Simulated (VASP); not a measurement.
# Ti36O73 (a cell with a defect) in VASP: single point with PBE

Aim: the single point of Ti36O73 (a cell with a defect) with PBE.

All numbers are computed with VASP 6.6.1; they aren't measurements. Logs are shortened: lines on timing, memory, paths and dates and some standing lists are left out, and cuts for length are marked.

## (1) The cell of the first run

The cell holds a defect, 109 atoms: a = 11.396 Å, b = 11.396 Å, c = 11.091 Å, α = 110.03°, β = 110.03°, γ = 90.00°.

## (2) Single point, PBE

Contents of INCAR:

```
PREC     = Accurate       # precision mode
ENCUT    = 520            # plane-wave cutoff, eV
EDIFF    = 1E-6           # SCF threshold, eV
ISMEAR   = -1             # smearing method
SIGMA    = 0.01           # smearing width, eV
LREAL    = Auto         
LASPH    = T              # aspherical terms in the spheres
NELM     = 120            # most SCF steps
ALGO     = Normal         # electronic algorithm
ISIF     = 2              # what is computed and relaxed
LWAVE    = F              # write WAVECAR
LCHARG   = F              # write CHGCAR
GGA      = PE             # functional
NBANDS   = 495            # bands
GGA_COMPAT= F
```

Contents of KPOINTS:

```
Automatic mesh
0
Gamma
  1 1 1
```

Contents of POSCAR:

```
Ti36O73
1.0
    0.0000000000    -11.3955101200      0.0000000000
   11.3955101200      0.0000000000      0.0000000000
   -3.7985033700      3.7985033700      9.7031425200
Ti O
36 73
Direct
    0.0014606475      0.0005502012      0.0024648716
    0.2504492066      0.0831899107      0.2510745354
   -0.0007869945     -0.0001352465      0.4997025438
    0.2490401222      0.0833066904      0.7491751239
    0.0013788925      0.3326827973      0.0021511588
    0.2509849624      0.4187176027      0.2509898206
[... 101 lines left out ...]
    0.9323803795      0.9319660058      0.7951547639
    0.1818414342      0.2848364724      0.5457801933
```

Potentials or basis: VASP PAW PBE potentials, release 64 (Ti_sv, O).

The run is started by

```bash
$ cat potpaw_PBE.64/Ti_sv/POTCAR potpaw_PBE.64/O/POTCAR > POTCAR
$ mpirun -np 1 vasp_gam > vasp.out
```

OUTCAR:

```text
PREC = Accurate
   ENCUT = 520
   EDIFF = 1E-6
   ISMEAR = -1
   LREAL = Auto
   LASPH = T
   NELM = 120
   ISIF = 2
   GGA = PE

 ion  position               nearest neighbor table
   1  0.001  0.001  0.002-  39 1.93 105 1.94  89 1.95  87 1.95  38 2.00 108 2.01
   2  0.250  0.083  0.251-  56 1.94  38 1.95  62 1.95  40 1.96  37 1.98  39 2.01
   3  0.999  1.000  0.500-  85 1.93 101 1.94  43 1.95  91 1.96  42 2.00 104 2.02
   4  0.249  0.083  0.749-  44 1.93  42 1.93  60 1.95  66 1.95  43 2.02  41 2.03
   5  0.001  0.333  0.002-  89 1.93  47 1.94  95 1.95  97 1.97  46 1.99  92 2.02
   6  0.251  0.419  0.251-  48 1.93  70 1.94  46 1.95  40 1.97  45 1.98  47 2.01
   7  0.994  0.333  0.500-  99 1.88  88 1.97  85 1.98  93 1.99  50 2.01  51 2.14 109 2.14
   8  0.250  0.418  0.753-  50 1.94  49 1.95  74 1.96  52 1.97  44 1.98 109 2.14  51 2.14
   9  0.001  0.667  0.001-  55 1.94 105 1.94  97 1.95 103 1.95  54 1.99 100 2.01
  10  0.249  0.750  0.250-  56 1.93  54 1.94  48 1.94  78 1.95  53 2.01  55 2.01
  11  0.999  0.666  0.500-  93 1.92  59 1.95 101 1.95 107 1.96  58 2.00  96 2.02
  12  0.249  0.750  0.750-  52 1.93  58 1.93  60 1.94  82 1.95  59 2.02  57 2.03
  13  0.334  1.000  0.001-  57 1.93  63 1.94  41 1.94  39 1.95  62 2.00  60 2.02
  14  0.583  0.084  0.251-  62 1.94  80 1.94  64 1.94  86 1.95  63 2.01  61 2.01
  15  0.335  1.000  0.500-  37 1.93  53 1.94  67 1.95  43 1.96  66 2.00  56 2.02
  16  0.583  0.083  0.750-  68 1.94  66 1.94  90 1.95  84 1.95  67 1.99  65 2.02
  17  0.334  0.331  1.000-  41 1.92  71 1.94  47 1.95  44 1.97  49 1.98  70 2.02
[... 18 lines left out ...]
  36  0.916  0.752  0.751- 106 1.93 108 1.93 100 1.95  58 1.96 107 2.00 105 2.01
  37  0.335  0.149  0.454-  15 1.93  19 1.98   2 1.98
  38  0.069  0.068  0.209-   2 1.95  26 1.96   1 2.00
  39  0.181  0.015  0.044-   1 1.93  13 1.95   2 2.01
  40  0.258  0.266  0.297-   2 1.96  19 1.97   6 1.97
  41  0.319  0.152  0.958-  17 1.92  13 1.94   4 2.03
  42  0.069  0.069  0.706-   4 1.93  28 1.96   3 2.00
  43  0.180  0.020  0.541-   3 1.95  15 1.96   4 2.02
  44  0.266  0.263  0.797-   4 1.93  17 1.97   8 1.98
  45  0.335  0.488  0.455-  23 1.92   6 1.98  19 1.99
  46  0.069  0.403  0.208-   6 1.95  30 1.95   5 1.99
  47  0.182  0.349  0.044-   5 1.94  17 1.95   6 2.01
  48  0.260  0.598  0.292-   6 1.93  10 1.94  23 2.02
  49  0.318  0.485  0.954-   8 1.95  21 1.97  17 1.98
  50  0.069  0.402  0.707-   8 1.94  32 1.96   7 2.01
  51  0.182  0.412  0.545- 109 1.45   7 2.14   8 2.14  19 2.15
  52  0.266  0.602  0.798-  12 1.93  21 1.96   8 1.97
  53  0.319  0.819  0.457-  15 1.94  23 1.95  10 2.01
  54  0.068  0.735  0.206-  10 1.94  34 1.95   9 1.99
  55  0.181  0.681  0.043-   9 1.94  21 1.95  10 2.01
  56  0.261  0.930  0.292-  10 1.93   2 1.94  15 2.02
  57  0.319  0.821  0.959-  13 1.93  21 1.94  12 2.03
[... 49 lines left out ...]
 107  0.847  0.687  0.545-  35 1.93  11 1.96  36 2.00
 108  0.932  0.932  0.795-  36 1.93  28 1.95   1 2.01
 109  0.182  0.285  0.546-  51 1.45   7 2.14   8 2.14  19 2.15

  LATTYP: Found a base centered monoclinic cell.
 ALAT       =    16.1156849619
 B/A-ratio  =     1.0000000000
 C/A-ratio  =     0.6882057812
 COS(beta)  =    -0.4843512539

  Lattice vectors:

 A1 = (   0.0000000000, -11.3955101200,   0.0000000000)
 A2 = (  11.3955101200,   0.0000000000,   0.0000000000)
 A3 = (  -3.7985033700,   3.7985033700,   9.7031425200)

Analysis of symmetry for initial positions (statically):
=====================================================================
 Subroutine PRICEL returns:
 Original cell was already a primitive cell.

 Routine SETGRP: Setting up the symmetry group for a
 base centered monoclinic supercell.

 Subroutine GETGRP returns: Found  1 space group operations
 (whereof  1 operations were pure point group operations)
 out of a pool of  4 trial point group operations.

The static configuration has the point symmetry C_1 .

Analysis of symmetry for dynamics (positions and initial velocities):
=====================================================================
 Subroutine PRICEL returns:
 Original cell was already a primitive cell.

 Routine SETGRP: Setting up the symmetry group for a
 base centered monoclinic supercell.

 Subroutine GETGRP returns: Found  1 space group operations
 (whereof  1 operations were pure point group operations)
 out of a pool of  4 trial point group operations.

The dynamic configuration has the point symmetry C_1 .

 Subroutine INISYM returns: Found  1 space group operations
 (whereof  1 operations are pure point group operations),
 and found     1 'primitive' translations

----------------------------------------------------------------------------------------

                                     Primitive cell

  volume of cell :    1260.0273

  direct lattice vectors                    reciprocal lattice vectors
     0.000000000-11.395510120  0.000000000     0.000000000 -0.087753860  0.034353132
    11.395510120  0.000000000  0.000000000     0.087753860  0.000000000  0.034353132
    -3.798503370  3.798503370  9.703142520     0.000000000  0.000000000  0.103059395

  length of vectors
    11.395510120 11.395510120 11.090907558     0.094238408  0.094238408  0.103059395

  position of ions in fractional coordinates (direct lattice)
     0.001460647  0.000550201  0.002464872
     0.250449207  0.083189911  0.251074535
     0.999213006  0.999864753  0.499702544
     0.249040122  0.083306690  0.749175124
     0.001378893  0.332682797  0.002151159
     0.250984962  0.418717603  0.250989821
[... 101 lines left out ...]
     0.932380380  0.931966006  0.795154764
     0.181841434  0.284836472  0.545780193

  ion indices of the primitive-cell ions
   primitive index   ion index
                 1           1
                 2           2
                 3           3
                 4           4
                 5           5
                 6           6
[... 101 lines left out ...]
               108         108
               109         109

----------------------------------------------------------------------------------------

 KPOINTS: Automatic mesh

Automatic generation of k-mesh.
 Grid dimensions read from file:
 generate k-points for:    1    1    1

 Generating k-lattice:

  Cartesian coordinates                     Fractional coordinates (reciprocal lattice)
     0.000000000 -0.087753860  0.034353132     1.000000000  0.000000000  0.000000000
     0.087753860  0.000000000  0.034353132     0.000000000  1.000000000  0.000000000
     0.000000000  0.000000000  0.103059395     0.000000000  0.000000000  1.000000000

  Length of vectors
   k-points           NKPTS =      1   k-points in BZ     NKDIM =      1   number of bands    NBANDS=    495
   number of dos      NEDOS =    301   number of ions     NIONS =    109
   total plane-waves  NPLWV = 680400
   dimension x,y,z NGX =    90 NGY =   90 NGZ =   84
   dimension x,y,z NGXF=   180 NGYF=  180 NGZF=  168
   ions per type =              36  73
   NGX,Y,Z   is equivalent  to a cutoff of  13.13, 13.13, 12.59 a.u.
   NGXF,Y,Z  is equivalent  to a cutoff of  26.26, 26.26, 25.18 a.u.
 SYSTEM =  unknown system
   PREC   = accura    normal or accurate (medium, high low for compatibility)
   ISTART =      0    job   : 0-new  1-cont  2-samecut
   ICHARG =      2    charge: 1-file 2-atom 10-const
   ISPIN  =      1    spin polarized calculation?
   LNONCOLLINEAR =      F non collinear calculations
   LSORBIT =      F    spin-orbit coupling
   LASPH  =      T    aspherical Exc in radial PAW
   ENCUT  =  520.0 eV  38.22 Ry    6.18 a.u.  21.19 21.19 20.62*2*pi/ulx,y,z
   NELM   =    120;   NELMIN=  2; NELMDL= -5     # of ELM steps
   EDIFF  = 0.1E-05   stopping-criterion for ELM
   LREAL  =      T    real-space projection
   EDIFFG = 0.1E-04   stopping-criterion for IOM
   NSW    =      0    number of steps for IOM
   IBRION =     -1    ionic relax: 0-MD 1-quasi-New 2-CG
   NFREE  =      0    steps in history (QN), initial steepest desc. (CG)
   ISIF   =      2    stress and relaxation
   ISYM   =      2    0-nonsym 1-usesym 2-fastsym
   POTIM  = 0.5000    time-step for ionic-motion
   TEBEG  =    0.0;   TEEND  =   0.0 temperature during run
   PSTRESS=    0.0 pullay stress
   NELECT =     870.0000    total number of electrons
   NUPDOWN=      -1.0000    fix difference up-down
   EMIN   =  10.00;   EMAX   =-10.00  energy-range for DOS
   EFERMI =   0.00;   METHOD = LEGACY
   ISMEAR =    -1;   SIGMA  =   0.01  broadening in eV -4-tet -1-fermi 0-gaus
   EFERMI_NEDOS =   21; number of points for ismear=-14 and -15
   IALGO  =     38    algorithm
   IMIX   =      4    mixing-type and parameters
     AMIX     =   0.40;   BMIX     =  1.00
     AMIX_MAG =   1.60;   BMIX_MAG =  1.00
  volume/ion in A,a.u.               =      11.56        78.01
  Fermi-wavevector in a.u.,A,eV,Ry     =   1.446954  2.734346 28.486173  2.093675
  Thomas-Fermi vector in A             =   2.564964
   LORBIT       =      0    0 simple, 1 ext, 2 COOP (PROOUT), +10 PAW based schemes
   GGA     = PE    functional components
   LHFCALC =     F    Hartree Fock is set to
   AEXX    =    0.0000 exact exchange contribution
   IVDW    =     0    specifies the selected vdW correction
   LEPSILON=     F    determine dielectric tensor
   LRPA    =     F    only Hartree local field effects (RPA)
 non-spin polarized calculation
  energy-cutoff  :      520.00
  volume of cell :     1260.03
 maximum number of plane-waves:     16944
 NGX is ok and might be reduce to    90
   NGX = 43   NGY = 43   NGZ = 41

 number of electron     869.9999882 magnetization

 Free energy of the ion-electron system (eV)
  ---------------------------------------------------
  ext. energy  EPLUGINS =         0.00000000
  ---------------------------------------------------
  free energy    TOTEN  =      -973.39580610 eV

  energy without entropy =     -973.39580610  energy(sigma->0) =     -973.39580610

 E-fermi :   3.4503     XC(G=0): -10.6362

 val. band max:        3.1459489783   @ k =   0.0000   0.0000   0.0000
 cond. band min:       5.3921252997   @ k =   0.0000   0.0000   0.0000
 fundamental gap:      2.2461763214
 Fermi energy:         3.4503299290

 k-point     1 :       0.0000    0.0000    0.0000
  band No.  band energies     occupation
      1     -53.3494      2.00000
      2     -53.3386      2.00000
      3     -53.2863      2.00000
      4     -53.2610      2.00000
      5     -53.2534      2.00000
      6     -53.2319      2.00000
[... 439 lines left out ...]
    446       6.2174      0.00000
    447       6.2281      0.00000
 [bands above 447 left out]

------------------------ aborting loop because EDIFF is reached ----------------------------------------

  FORCE on cell =-STRESS in cart. coord.  units (eV):
  Direction    XX          YY          ZZ          XY          YZ          ZX
  --------------------------------------------------------------------------------------
  -------------------------------------------------------------------------------------
  Total        5.1833777      3.9616513     10.0336789     -0.1877168      0.4337071     -0.3453503
  in kB        6.5908813      5.0374051     12.7582418     -0.2386898      0.5514767     -0.4391273
  external PRESSURE =       8.1288427 kB  Pullay stress =       0.0000000 kB

 VOLUME and BASIS-vectors are now :
 -----------------------------------------------------------------------------
  energy-cutoff  :      520.00
  volume of cell :     1260.03
      direct lattice vectors                 reciprocal lattice vectors
     0.000000000-11.395510120  0.000000000     0.000000000 -0.087753860  0.034353132
    11.395510120  0.000000000  0.000000000     0.087753860  0.000000000  0.034353132
    -3.798503370  3.798503370  9.703142520     0.000000000  0.000000000  0.103059395

 POSITION                                       TOTAL-FORCE (eV/Angst)
 -----------------------------------------------------------------------------------
     -0.00309     -0.00728      0.02392         0.004459     -0.004523     -0.008084
     -0.00572     -1.90029      2.43621         0.001217      0.007987     -0.002382
      9.49585     -9.48842      4.84869        -0.014725      0.000163     -0.000704
     -1.89642      0.00781      7.26935        -0.006891     -0.012125     -0.005936
      3.78292     -0.00754      0.02087         0.002793      0.000366     -0.006489
      3.81811     -1.90672      2.43539         0.005106      0.004199     -0.003212
[... 101 lines left out ...]
      7.59983     -7.60455      7.71550         0.002445      0.000169     -0.014529
      1.17271      0.00097      5.29578        -0.329541      0.001266     -0.014573
 -----------------------------------------------------------------------------------
    total drift:                                0.035170     -0.007496      0.009369

  FREE ENERGIE OF THE ION-ELECTRON SYSTEM (eV)
  ---------------------------------------------------
  free  energy   TOTEN  =      -973.3958061045 eV

  energy  without entropy=     -973.3958061045  energy(sigma->0) =     -973.39580610
```

It took 52 min on 1 thread of AMD EPYC 7R13, shared host; peak memory 1.3 GiB.

Results:

```
Free energy            : -973.3958 eV
Pressure               : 0.8 GPa
Largest force          : 0.330 eV/Å
Band gap on the k mesh : 2.25 eV
```

Forces on the atoms (eV/Å):
```
Ti   0.004 -0.005 -0.008
Ti   0.001  0.008 -0.002
Ti  -0.015  0.000 -0.001
Ti  -0.007 -0.012 -0.006
Ti   0.003  0.000 -0.006
Ti   0.005  0.004 -0.003
Ti   0.001 -0.004 -0.001
Ti  -0.003 -0.010  0.012
Ti   0.008  0.002 -0.001
Ti  -0.004 -0.005  0.002
Ti   0.007 -0.003 -0.007
Ti  -0.001 -0.015 -0.009
Ti   0.009  0.002 -0.005
Ti  -0.009  0.001  0.005
Ti   0.000  0.008  0.005
Ti  -0.004 -0.007  0.000
Ti   0.012 -0.001  0.009
Ti  -0.002 -0.002  0.010
Ti  -0.003  0.014  0.007
Ti  -0.002 -0.002 -0.016
Ti  -0.002 -0.006  0.018
Ti  -0.004 -0.003  0.007
Ti   0.010  0.009  0.006
Ti   0.003 -0.001  0.003
Ti   0.002  0.004 -0.001
Ti   0.003 -0.006 -0.003
Ti   0.008  0.007 -0.004
Ti  -0.013 -0.012  0.012
Ti   0.006  0.012 -0.003
Ti   0.002  0.002 -0.004
Ti  -0.001  0.007  0.007
Ti  -0.008 -0.005 -0.018
Ti   0.010  0.001 -0.002
Ti  -0.004 -0.001 -0.004
Ti   0.010  0.004 -0.006
Ti   0.003  0.002  0.011
O    0.009 -0.012  0.019
O    0.000  0.001  0.021
O   -0.002 -0.004 -0.017
O    0.001  0.009 -0.030
O    0.003 -0.001  0.019
O    0.000  0.010  0.017
O    0.005  0.000 -0.018
O    0.012  0.000 -0.021
O   -0.013 -0.010  0.019
O    0.000  0.000  0.020
O    0.001 -0.004 -0.020
O    0.007  0.002 -0.020
O    0.000 -0.002  0.032
O    0.000  0.004  0.014
O    0.326 -0.003 -0.018
O   -0.016 -0.001 -0.026
O   -0.005  0.000  0.017
O   -0.001  0.002  0.019
O   -0.003 -0.004 -0.021
O    0.004  0.002 -0.022
O   -0.004  0.002  0.018
O   -0.001  0.009  0.018
O   -0.002  0.001 -0.019
O    0.000 -0.001 -0.014
O   -0.003  0.000  0.020
O   -0.001  0.005  0.016
O   -0.002 -0.003 -0.019
O    0.003  0.000 -0.018
O    0.001  0.002  0.019
O    0.002  0.002  0.021
O   -0.002 -0.004 -0.020
O    0.002  0.001 -0.014
O   -0.008  0.000  0.020
O   -0.002  0.002  0.013
O    0.000 -0.003 -0.020
O    0.003 -0.002 -0.017
O   -0.002  0.002  0.027
O    0.000  0.010  0.017
O   -0.001 -0.023 -0.011
O   -0.001  0.002 -0.016
O    0.001  0.000  0.020
O   -0.001  0.003  0.014
O   -0.003 -0.003 -0.021
O    0.001 -0.001 -0.016
O    0.000  0.001  0.020
O   -0.001  0.001  0.019
O    0.002 -0.001 -0.020
O    0.001  0.000 -0.017
O    0.006  0.011  0.023
O    0.001  0.005  0.017
O   -0.001 -0.008 -0.019
O    0.002 -0.007 -0.027
O   -0.004  0.002  0.018
O    0.001  0.006  0.018
O   -0.002 -0.008 -0.018
O    0.003  0.000 -0.016
O   -0.016  0.007  0.023
O   -0.002  0.007  0.015
O    0.001 -0.005 -0.022
O    0.004 -0.003 -0.018
O   -0.001  0.002  0.027
O   -0.001  0.009  0.014
O    0.000  0.012 -0.011
O    0.002  0.001 -0.019
O    0.000 -0.001  0.019
O   -0.001  0.004  0.015
O    0.001 -0.007 -0.021
O   -0.002 -0.002 -0.017
O    0.003  0.001  0.019
O   -0.002  0.003  0.020
O    0.002 -0.008 -0.017
O    0.002  0.000 -0.015
O   -0.330  0.001 -0.015
```

Levels at points of the mesh, in eV from the valence-band top:
```csv
k point,band 433,band 434,band 435,band 436,band 437,band 438
"(0.00, 0.00, 0.00)",-0.03,-0.03,0.00,2.25,2.51,2.59
```

Caveat: the k points lie up to 0.65 Å⁻¹ apart.
